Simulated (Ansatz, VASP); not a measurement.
**One calculation of InSb3, two programs**

```xyz
4
Lattice="4.5882 0.0000 0.0000 0.0000 4.5882 0.0000 0.0000 0.0000 4.8750" Properties=species:S:1:pos:R:3 pbc="T T T"
In    0.0000    0.0000    0.0000
Sb    2.2941    0.0000    2.4375
Sb    0.0000    2.2941    2.4375
Sb    2.2941    2.2941    0.0000
```

Alike in both runs: task single point; functional PBE; k mesh 10 × 10 × 10; occupations gaussian, width 0.15 eV; no spin polarisation.

|  | VASP | Ansatz |
| --- | --- | --- |
| version | VASP 6.6.1 | Ansatz 0.2.0 |
| potentials or method | VASP PAW PBE potentials, release 64 (In_d, Sb), cutoff 520 eV | scalar-relativistic, plane waves, PAW |
| valence electrons in the cell | 28 | 58 |

|  | VASP | Ansatz | Ansatz less VASP |
| --- | --- | --- | --- |
| gap on the k mesh at the Fermi level (eV) | none | none | - |
| pressure (GPa) | 5.1 | 5.2 | +0.09 |
| traceless stress, the component that is largest in VASP (GPa) | -0.17 | -0.16 | +0.007 |

A gap of «none» marks a metal or a gap that the smearing closes. VASP's potentials hold 28 valence electrons a cell and Ansatz's 58, so a difference there can come from the potentials and not from the codes.

Neither program's run includes spin-orbit coupling.
